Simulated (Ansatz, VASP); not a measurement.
**Two plane-wave programs on AlN**

```xyz
2
Lattice="0.0000 1.9690 1.9690 1.9690 0.0000 1.9690 1.9690 1.9690 0.0000" Properties=species:S:1:pos:R:3 pbc="T T T"
Al    0.0000    0.0000    0.0000
N     1.9690    1.9690    1.9690
```

Alike in both runs: task single point; functional PBEsol; k mesh 6 × 6 × 6; no spin polarisation.

|  | VASP | Ansatz |
| --- | --- | --- |
| version | VASP 6.6.1 | Ansatz 0.2.0 |
| potentials or method | VASP PAW PBE potentials, release 64 (Al, N), cutoff 600 eV | plane waves, PAW |
| occupations | gaussian, width 0.01 eV | fixed |
| valence electrons in the cell | 8 | 8 |

|  | VASP | Ansatz | Ansatz less VASP |
| --- | --- | --- | --- |
| gap on the k mesh at the Fermi level (eV) | 4.98 | 4.98 | 0.000 |

VASP's potentials were made for PBE, not for PBEsol.

The k mesh is coarse, so the values compare programs but aren't converged.
